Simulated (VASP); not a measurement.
## HfB: single point with HSE06

The system is HfB.

```
CELL_PARAMETERS angstrom
0.00000 2.29450 2.29450
2.29450 0.00000 2.29450
2.29450 2.29450 0.00000
ATOMIC_POSITIONS crystal
Hf 0.50000 0.50000 0.50000
B 0.00000 0.00000 0.00000
```

- Program: VASP 6.6.1
- Task: single point
- Functional: HSE06
- Potentials or basis: VASP PAW PBE potentials, release 64 (Hf_pv, B)
- Cutoff: 520 eV
- k mesh: 6 × 6 × 6
- Occupations: fermi-dirac, width 0.05 eV
- Spin: no spin polarisation
- Dipole correction: no
- Grid for exact exchange (PRECFOCK): Normal
- Further INCAR settings: ALGO = Normal; EDIFF = 1e-07; NBANDS = 14
- Screening parameter: 0.2079 1/Å

The pressure is 34.1 GPa.

Levels at points of the mesh, in eV from the Fermi level:
| k point | band 3 | band 4 | band 5 | band 6 | band 7 | band 8 | band 9 | band 10 | band 11 | band 12 |
| --- | --- | --- | --- | --- | --- | --- | --- | --- | --- | --- |
| (0.00, 0.00, 0.00) | -30.05 | -10.81 | 3.11 | 3.11 | 3.11 | 4.89 | 4.89 | 4.89 | 5.15 | 5.15 |
| (0.50, 0.00, 0.00) | -30.13 | -5.56 | -4.61 | -1.39 | -1.39 | 7.94 | 7.94 | 9.11 | 9.52 | 15.49 |
| (0.50, 0.50, 0.00) | -30.36 | -7.66 | -1.08 | -0.98 | 3.02 | 3.02 | 7.40 | 9.43 | 9.43 | 10.98 |

It took 18 min on 1 thread of Intel Xeon 6975P-C, with other jobs on the host, peak memory 0.26 GiB.

Caveat: the k points lie up to 0.40 Å⁻¹ apart; the PAW data sets were made with another functional, which shifts forces and pressure a little; spin-orbit coupling is left out, which moves the levels of the heavy elements.
